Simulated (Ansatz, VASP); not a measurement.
## ReS in VASP and in Ansatz

```
CELL_PARAMETERS angstrom
0.00000 2.42843 2.42843
2.42843 0.00000 2.42843
2.42843 2.42843 0.00000
ATOMIC_POSITIONS crystal
Re 0.00000 0.00000 0.00000
S 0.50000 0.50000 0.50000
```

Alike in both runs: task single point; functional PBE; k mesh 14 × 14 × 14; occupations gaussian, width 0.1 eV; collinear spin.

|  | VASP | Ansatz |
| --- | --- | --- |
| version | VASP 6.6.1 | Ansatz 0.2.0 |
| potentials or method | VASP PAW PBE potentials, release 64 (Re_sv_GW, S), cutoff 500 eV | scalar-relativistic, plane waves, PAW |
| valence electrons in the cell | 21 | 21 |

|  | VASP | Ansatz | Ansatz less VASP |
| --- | --- | --- | --- |
| gap on the k mesh at the Fermi level (eV) | none | none | - |
| pressure (GPa) | 7.7 | 8.9 | +1.27 |
| net moment per atom (μB) | 0.00 | 0.00 | -0.005 |

A gap of «none» marks a metal or a gap that the smearing closes. Ansatz's warnings: seeded moment not kept.

Neither program's run includes spin-orbit coupling.
